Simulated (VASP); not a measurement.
Wanted: the native input for a VASP 6.6.1 run.

```yaml
Task: single point
Functional: PBE
Potentials_or_basis: VASP PAW PBE potentials, release 64 (Sn_d, Pb_d)
Cutoff: 520 eV
k_mesh: 6 × 6 × 6
Occupations: gaussian, width 0.1 eV
Spin: no spin polarisation
Dipole_correction: no
Further_INCAR_settings: ALGO = Fast; EDIFF = 1e-06; NBANDS = 28
```

The structure of Sn2Pb lies in POSCAR:

```
Sn2Pb
1.0
   -2.0073522063      2.0073522063      4.9242858810
    2.0073522063     -2.0073522063      4.9242858810
    2.0073522063      2.0073522063     -4.9242858810
Sn Pb
2 1
Direct
    0.6650000000      0.6650000000      0.0000000000
    0.3350000000      0.3350000000      0.0000000000
    0.0000000000      0.0000000000      0.0000000000
```

These files were run (other wordings do the same):

INCAR

```
SYSTEM = Sn2Pb
ALGO = Fast
EDIFF = 1E-6
ENCUT = 520
GGA = PE
ISIF = 2
ISMEAR = 0
LASPH = .TRUE.
LCHARG = .FALSE.
LREAL = .FALSE.
LWAVE = .FALSE.
NBANDS = 28
NELM = 60
PREC = Accurate
SIGMA = 0.1
```

KPOINTS

```
k-points
0
G
  6 6 6
  0 0 0
```

Potentials or basis: VASP PAW PBE potentials, release 64 (Sn_d, Pb_d).

Launch:

```bash
$ cat potpaw_PBE.64/Sn_d/POTCAR potpaw_PBE.64/Pb_d/POTCAR > POTCAR
$ mpirun -np 1 vasp_std > vasp.out
```

It gave:

The pressure is 6.0 GPa. The largest force is 0.297 eV/Å. The band gap on the k mesh is zero (bands 21 and 22 overlap by 4.54 eV).

Caveat: the cell stands under pressure; spin-orbit coupling is left out, which moves the levels of the heavy elements.

It took 2.4 min on 1 thread of Intel(R) Xeon(R) Platinum 8559C (Emerald Rapids) (shared host), peak memory 0.28 GiB.
